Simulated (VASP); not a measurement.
# Zr (P6_3/mmc) in VASP: further runs

The runs below take Zr through single point, with LDA.

All numbers are computed with VASP 6.6.1; they aren't measurements. Logs are shortened: lines on timing, memory, paths and dates and some standing lists are left out, and cuts for length are marked.

## 1. The cell of the first run

Symmetry: P6_3/mmc, No. 194, hexagonal system. The conventional cell has a = 3.232 Å, b = 3.232 Å, c = 5.198 Å, α = 90.00°, β = 90.00°, γ = 120.00°. Within 4.2 Å of Zr (site symmetry -6m2) lie 12 Zr at 3.20 to 3.23 Å.

## 2. Single point, LDA (zz strain of +1 %)

The input, INCAR:

```
SYSTEM = Zr
  PREC = Accurate
  ENCUT = 520
  EDIFF = 1E-6
  ISMEAR = -1
  SIGMA = 0.03
  LREAL = .False.
  LASPH = .True.
  NELM = 60
  ALGO = Normal
  ISIF = 2
  LWAVE = .False.
  LCHARG = .False.
  NBANDS = 19
```

The input, KPOINTS:

```
regular mesh
0
Gamma
  13 13 7
  0 0 0
```

The input, POSCAR:

```
Zr
1.0
    3.2319982225      0.0000000000      0.0000000000
   -1.6159991112      2.7989925656      0.0000000000
    0.0000000000      0.0000000000      5.1984700000
Zr
2
Direct
    0.3333333333      0.6666666667      0.2500000000
    0.6666666667      0.3333333333      0.7500000000
```

Potentials or basis: VASP PAW LDA potentials, release 64 (Zr_sv).

Command:

```
cat potpaw_LDA.64/Zr_sv/POTCAR > POTCAR
mpirun -np 1 vasp_std > vasp.out
```

OUTCAR:

```text
SYSTEM = Zr
   PREC = Accurate
   ENCUT = 520
   EDIFF = 1E-6
   ISMEAR = -1
   LREAL = .False.
   LASPH = .True.
   NELM = 60
   ISIF = 2

 ion  position               nearest neighbor table
   1  0.333  0.667  0.250-   2 3.20   2 3.20   2 3.20   2 3.20   2 3.20   2 3.20
   2  0.667  0.333  0.750-   1 3.20   1 3.20   1 3.20   1 3.20   1 3.20   1 3.20

  LATTYP: Found a hexagonal cell.
 ALAT       =     3.2319982225
 C/A-ratio  =     1.6084383846

  Lattice vectors:

 A1 = (   3.2319982225,   0.0000000000,   0.0000000000)
 A2 = (  -1.6159991112,   2.7989925656,   0.0000000000)
 A3 = (   0.0000000000,   0.0000000000,   5.1984700000)

Analysis of symmetry for initial positions (statically):
=====================================================================
 Subroutine PRICEL returns:
 Original cell was already a primitive cell.

 Routine SETGRP: Setting up the symmetry group for a
 hexagonal supercell.

 Subroutine GETGRP returns: Found 24 space group operations
 (whereof 12 operations were pure point group operations)
 out of a pool of 24 trial point group operations.

The static configuration has the point symmetry D_3d.
 The point group associated with its full space group is D_6h.

Analysis of symmetry for dynamics (positions and initial velocities):
=====================================================================
 Subroutine PRICEL returns:
 Original cell was already a primitive cell.

 Routine SETGRP: Setting up the symmetry group for a
 hexagonal supercell.

 Subroutine GETGRP returns: Found 24 space group operations
 (whereof 12 operations were pure point group operations)
 out of a pool of 24 trial point group operations.

The dynamic configuration has the point symmetry D_3d.
 The point group associated with its full space group is D_6h.

 Subroutine INISYM returns: Found 24 space group operations
 (whereof 12 operations are pure point group operations),
 and found     1 'primitive' translations

----------------------------------------------------------------------------------------

                                     Primitive cell

  volume of cell :      47.0271

  direct lattice vectors                    reciprocal lattice vectors
     3.231998223  0.000000000  0.000000000     0.309406111  0.178635701  0.000000000
    -1.615999111  2.798992566  0.000000000     0.000000000  0.357271403  0.000000000
     0.000000000  0.000000000  5.198470000     0.000000000  0.000000000  0.192364292

  length of vectors
     3.231998223  3.231998222  5.198470000     0.357271403  0.357271403  0.192364292

  position of ions in fractional coordinates (direct lattice)
     0.333333333  0.666666667  0.250000000
     0.666666667  0.333333333  0.750000000

  ion indices of the primitive-cell ions
   primitive index   ion index
                 1           1
                 2           2

----------------------------------------------------------------------------------------

 KPOINTS: regular mesh

Automatic generation of k-mesh.
 Grid dimensions read from file:
 generate k-points for:   13   13    7

 Generating k-lattice:

  Cartesian coordinates                     Fractional coordinates (reciprocal lattice)
     0.023800470  0.013741208  0.000000000     0.076923077  0.000000000  0.000000000
     0.000000000  0.027482416  0.000000000     0.000000000  0.076923077  0.000000000
     0.000000000  0.000000000  0.027480613     0.000000000  0.000000000  0.142857143

  Length of vectors
     0.027482416  0.027482416  0.027480613

  Shift w.r.t. Gamma in fractional coordinates (k-lattice)
     0.000000000  0.000000000  0.000000000

 Subroutine IBZKPT returns following result:
 ===========================================

 Found     84 irreducible k-points:

 Following reciprocal coordinates:
            Coordinates               Weight
  0.000000  0.000000  0.000000      1.000000
  0.076923  0.000000  0.000000      6.000000
  0.153846  0.000000  0.000000      6.000000
  0.230769  0.000000  0.000000      6.000000
  0.307692  0.000000  0.000000      6.000000
  0.384615  0.000000  0.000000      6.000000
[... 16 lines left out ...]
  0.076923  0.000000  0.142857     12.000000
  0.153846  0.000000  0.142857     12.000000
 [... further k-points ...]
   k-points           NKPTS =     84   k-points in BZ     NKDIM =     84   number of bands    NBANDS=     19
   number of dos      NEDOS =    301   number of ions     NIONS =      2
   total plane-waves  NPLWV =  23040
   dimension x,y,z NGX =    24 NGY =   24 NGZ =   40
   dimension x,y,z NGXF=    48 NGYF=   48 NGZF=   80
   ions per type =               2
   NGX,Y,Z   is equivalent  to a cutoff of  12.35, 12.35, 12.79 a.u.
   NGXF,Y,Z  is equivalent  to a cutoff of  24.69, 24.69, 25.58 a.u.
 SYSTEM =  Zr
   PREC   = accura    normal or accurate (medium, high low for compatibility)
   ISTART =      0    job   : 0-new  1-cont  2-samecut
   ICHARG =      2    charge: 1-file 2-atom 10-const
   ISPIN  =      1    spin polarized calculation?
   LNONCOLLINEAR =      F non collinear calculations
   LSORBIT =      F    spin-orbit coupling
   LASPH  =      T    aspherical Exc in radial PAW
   ENCUT  =  520.0 eV  38.22 Ry    6.18 a.u.   6.01  6.01  9.67*2*pi/ulx,y,z
   NELM   =     60;   NELMIN=  2; NELMDL= -5     # of ELM steps
   EDIFF  = 0.1E-05   stopping-criterion for ELM
   LREAL  =      F    real-space projection
   EDIFFG = 0.1E-04   stopping-criterion for IOM
   NSW    =      0    number of steps for IOM
   IBRION =     -1    ionic relax: 0-MD 1-quasi-New 2-CG
   NFREE  =      0    steps in history (QN), initial steepest desc. (CG)
   ISIF   =      2    stress and relaxation
   ISYM   =      2    0-nonsym 1-usesym 2-fastsym
   POTIM  = 0.5000    time-step for ionic-motion
   TEBEG  =    0.0;   TEEND  =   0.0 temperature during run
   PSTRESS=    0.0 pullay stress
   NELECT =      24.0000    total number of electrons
   NUPDOWN=      -1.0000    fix difference up-down
   EMIN   =  10.00;   EMAX   =-10.00  energy-range for DOS
   EFERMI =   0.00;   METHOD = LEGACY
   ISMEAR =    -1;   SIGMA  =   0.03  broadening in eV -4-tet -1-fermi 0-gaus
   EFERMI_NEDOS =   21; number of points for ismear=-14 and -15
   IALGO  =     38    algorithm
   IMIX   =      4    mixing-type and parameters
     AMIX     =   0.40;   BMIX     =  1.00
     AMIX_MAG =   1.60;   BMIX_MAG =  1.00
  volume/ion in A,a.u.               =      23.51       158.68
  Fermi-wavevector in a.u.,A,eV,Ry     =   1.308265  2.472263 23.287157  1.711558
  Thomas-Fermi vector in A             =   2.438944
   LORBIT       =      0    0 simple, 1 ext, 2 COOP (PROOUT), +10 PAW based schemes
   GGA     = CA    functional components
   LHFCALC =     F    Hartree Fock is set to
   AEXX    =    0.0000 exact exchange contribution
   IVDW    =     0    specifies the selected vdW correction
   LEPSILON=     F    determine dielectric tensor
   LRPA    =     F    only Hartree local field effects (RPA)
 non-spin polarized calculation
  energy-cutoff  :      520.00
  volume of cell :       47.03
 maximum number of plane-waves:      1288
   NGX = 13   NGY = 13   NGZ = 19

 number of electron      24.0000001 magnetization

 Free energy of the ion-electron system (eV)
  ---------------------------------------------------
  ext. energy  EPLUGINS =         0.00000000
  ---------------------------------------------------
  free energy    TOTEN  =       -18.50970264 eV

  energy without entropy =      -18.50262970  energy(sigma->0) =      -18.50616617

 E-fermi :   8.6928     XC(G=0): -11.2500

 val. band max:        8.6866215720   @ k =   0.3077   0.3077   0.2857
 cond. band min:       8.6971168738   @ k =   0.0769   0.0000   0.4286
 fundamental gap:      0.0104953017
 Fermi energy:         8.6927592378

 k-point     1 :       0.0000    0.0000    0.0000
  band No.  band energies     occupation
      1     -39.8951      2.00000
      2     -39.7485      2.00000
      3     -18.5448      2.00000
      4     -17.6869      2.00000
      5     -17.6869      2.00000
      6     -17.5709      2.00000
[... 11 lines left out ...]
     18      10.8201      0.00000
     19      13.0498      0.00000

 k-point     2 :       0.0769    0.0000    0.0000
  band No.  band energies     occupation
      1     -39.8884      2.00000
      2     -39.7455      2.00000
      3     -18.5270      2.00000
      4     -17.7276      2.00000
      5     -17.7001      2.00000
      6     -17.5960      2.00000
[... 11 lines left out ...]
     18      10.6772      0.00000
     19      13.1520      0.00000

 k-point     3 :       0.1538    0.0000    0.0000
  band No.  band energies     occupation
      1     -39.8694      2.00000
      2     -39.7374      2.00000
      3     -18.4757      2.00000
      4     -17.8403      2.00000
      5     -17.7354      2.00000
      6     -17.7102      2.00000
[... 11 lines left out ...]
     18      10.7506      0.00000
     19      13.3702      0.00000

 k-point     4 :       0.2308    0.0000    0.0000
  band No.  band energies     occupation
      1     -39.8415      2.00000
      2     -39.7269      2.00000
      3     -18.3969      2.00000
      4     -17.9987      2.00000
      5     -17.8650      2.00000
      6     -17.7830      2.00000
[... 11 lines left out ...]
     18      11.4147      0.00000
     19      13.5798      0.00000

 k-point     5 :       0.3077    0.0000    0.0000
  band No.  band energies     occupation
      1     -39.8101      2.00000
      2     -39.7175      2.00000
      3     -18.3010      2.00000
      4     -18.1659      2.00000
      5     -18.0224      2.00000
      6     -17.8317      2.00000
[... 11 lines left out ...]
     18      12.2458      0.00000
     19      13.7280      0.00000
[... 334 lines left out ...]
      2     -39.7189      2.00000
      3     -18.2589      2.00000
      4     -18.1303      2.00000
      5     -18.0770      2.00000
      6     -17.9999      2.00000
[... 11 lines left out ...]
     18      13.2453      0.00000
     19      15.0850      0.00000

 k-point    22 :       0.0000    0.0000    0.1429
  band No.  band energies     occupation
      1     -39.8880      2.00000
      2     -39.7559      2.00000
      3     -18.4995      2.00000
      4     -17.6804      2.00000
      5     -17.6804      2.00000
      6     -17.6225      2.00000
[... 11 lines left out ...]
     18      11.0616      0.00000
     19      13.0871      0.00000

 k-point    23 :       0.0769    0.0000    0.1429
  band No.  band energies     occupation
      1     -39.8814      2.00000
      2     -39.7527      2.00000
      3     -18.4839      2.00000
      4     -17.7201      2.00000
      5     -17.6932      2.00000
      6     -17.6490      2.00000
[... 11 lines left out ...]
     18      10.9584      0.00000
     19      13.1697      0.00000

 k-point    24 :       0.1538    0.0000    0.1429
  band No.  band energies     occupation
      1     -39.8629      2.00000
      2     -39.7440      2.00000
      3     -18.4396      2.00000
      4     -17.8298      2.00000
      5     -17.7488      2.00000
      6     -17.7276      2.00000
[... 11 lines left out ...]
     18      10.9047      0.00000
     19      13.3416      0.00000

 [... further k-points ...]
[... 5 lines left out ...]
  --------------------------------------------------------------------------------------
  -------------------------------------------------------------------------------------
  Total       -2.0222465     -2.0222465     -2.0103186     -0.0000000      0.0000000      0.0000000
  in kB      -68.8963583    -68.8963583    -68.4899838     -0.0000000      0.0000000      0.0000000
  external PRESSURE =     -68.7609001 kB  Pullay stress =       0.0000000 kB

 VOLUME and BASIS-vectors are now :
 -----------------------------------------------------------------------------
  energy-cutoff  :      520.00
  volume of cell :       47.03
      direct lattice vectors                 reciprocal lattice vectors
     3.231998223  0.000000000  0.000000000     0.309406111  0.178635701  0.000000000
    -1.615999111  2.798992566  0.000000000     0.000000000  0.357271403  0.000000000
     0.000000000  0.000000000  5.198470000     0.000000000  0.000000000  0.192364292

 POSITION                                       TOTAL-FORCE (eV/Angst)
 -----------------------------------------------------------------------------------
     -0.00000      1.86600      1.29962        -0.000000      0.000000      0.000000
      1.61600      0.93300      3.89885         0.000000     -0.000000      0.000000
 -----------------------------------------------------------------------------------
    total drift:                               -0.000000      0.000000     -0.000000

  FREE ENERGIE OF THE ION-ELECTRON SYSTEM (eV)
  ---------------------------------------------------
  free  energy   TOTEN  =       -18.5097026397 eV

  energy  without entropy=      -18.5026296985  energy(sigma->0) =      -18.50616617
```

Run time: 78 s. Hardware: 1 thread of Intel Xeon 8259CL, shared host; peak memory 0.18 GiB.

What came out:

| Item | Value |
| --- | --- |
| Free energy | -18.5097 eV |
| Pressure | -6.9 GPa |
| Band gap on the k mesh | zero (band 12 reaches 9.52 eV, above the bottom of band 13 at 8.47 eV) |

Levels at points of the mesh, in eV from the Fermi level:
```tsv
k point	band 9	band 10	band 11	band 12	band 13	band 14	band 15	band 16
(0.00, 0.00, 0.00)	-5.63	-3.03	0.83	0.83	0.89	1.13	1.49	1.49
```

Caveat: the cell differs from its parent crystal (zz strain of +1 %).

## 3. Single point, LDA (zz strain of +2 %)

The input, INCAR:

```
SYSTEM = Zr
PREC     = Accurate       ! precision mode
ENCUT    = 520            ! plane-wave cutoff, eV
EDIFF    = 1E-7           ! SCF threshold, eV
ISMEAR   = -1             ! smearing method
SIGMA    = 0.03           ! smearing width, eV
LREAL    = .FALSE.        ! projectors in reciprocal space
LASPH    = .TRUE.         ! aspherical terms in the spheres
NELM     = 100            ! most SCF steps
ALGO     = Normal         ! electronic algorithm
ISIF     = 2              ! what is computed and relaxed
LWAVE    = .FALSE.        ! write WAVECAR
LCHARG   = .FALSE.        ! write CHGCAR
GGA      = CA             ! functional
NBANDS   = 19             ! bands
```

The input, KPOINTS:

```
Automatic mesh
0
G
  13 13 7
  0 0 0
```

Changes to POSCAR since step 2:

```diff
@@ -4,3 +4,3 @@
    -1.6159991112      2.7989925656      0.0000000000
-    0.0000000000      0.0000000000      5.1984700000
+    0.0000000000      0.0000000000      5.2499400000
 Zr
```

Potentials or basis: VASP PAW LDA potentials, release 64 (Zr_sv).

Command:

```
cat potpaw_LDA.64/Zr_sv/POTCAR > POTCAR
mpirun -np 1 vasp_std > vasp.out
```

Wall time 78 s (1 thread of Intel Xeon 8259CL, shared host); peak memory 0.18 GiB.

It converged, with:

```yaml
Free_energy: -18.4880 eV
Pressure: -7.7 GPa
Band_gap_on_the_k_mesh: zero (band 12 reaches 9.43 eV, above the bottom of band 13 at 8.36 eV)
```

Stress tensor (GPa, compression positive):
```
-7.45  0.00  0.00
 0.00 -7.45  0.00
 0.00  0.00 -8.17
```

Levels at points of the mesh, in eV from the Fermi level:
```csv
k point,band 9,band 10,band 11,band 12,band 13,band 14,band 15,band 16
"(0.00, 0.00, 0.00)",-5.60,-3.00,0.81,0.85,0.85,1.03,1.48,1.48
```

Caveat: the cell differs from its parent crystal (zz strain of +2 %).

(Part 1 of 2 ends here.)
